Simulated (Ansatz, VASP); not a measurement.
## Pb in VASP and in Ansatz

INCAR

```
SYSTEM = Pb
ALGO = Fast
EDIFF = 1E-6
ENCUT = 520
GGA = PS
ISIF = 2
ISMEAR = 0
LASPH = .TRUE.
LCHARG = .FALSE.
LREAL = .FALSE.
LWAVE = .FALSE.
NBANDS = 13
NELM = 80
PREC = Accurate
SIGMA = 0.15
```

File KPOINTS:

```
k-points
0
G
  18 18 18
  0 0 0
```

File POSCAR:

```
Pb
1.0
   -2.0786425450      2.0786425450      1.8806765884
    2.0786425450     -2.0786425450      1.8806765884
    2.0786425450      2.0786425450     -1.8806765884
Pb
1
Direct
    0.0000000000      0.0000000000      0.0000000000
```

Input for Ansatz:

```yaml
crystal:
  lattice:
    - [-2.078642545, 2.078642545, 1.8806765884]
    - [2.078642545, -2.078642545, 1.8806765884]
    - [2.078642545, 2.078642545, -1.8806765884]
  atoms:
    - { symbol: Pb, position: [0.0, 0.0, 0.0] }
basis:
  ecutwfc: 420
kpoints:
  mp_grid: { grid: [18, 18, 18] }
hamiltonian:
  xc: pbesol
scf:
  occupations: { method: gaussian, width: 0.15 }
output:
  forces: true
  stress: true
  eigenvalues: true
```

Change from the starting cell: strain +0.050 along x and y, -0.050 along z, atoms carried along.

Alike in both runs: task single point; functional PBEsol; k mesh 18 × 18 × 18; occupations gaussian, width 0.15 eV; no spin polarisation.

```csv
,VASP,Ansatz
version,VASP 6.6.1,Ansatz 0.2.0
potentials or method,"VASP PAW PBE potentials, release 64 (Pb_d), cutoff 520 eV","scalar-relativistic, plane waves, PAW"
valence electrons in the cell,14,14
```

```tsv
	VASP	Ansatz	Ansatz less VASP
gap on the k mesh at the Fermi level (eV)	none	none	-
pressure (GPa)	-3.2	-3.2	+0.02
traceless stress, the component that is largest in VASP (GPa)	-0.68	-0.68	0.000
```

VASP's potentials were made for PBE, not for PBEsol. A gap of «none» marks a metal or a gap that the smearing closes. The functional is the same, so the differences come from potentials, cutoffs and numerics.

Spin-orbit coupling is off throughout.
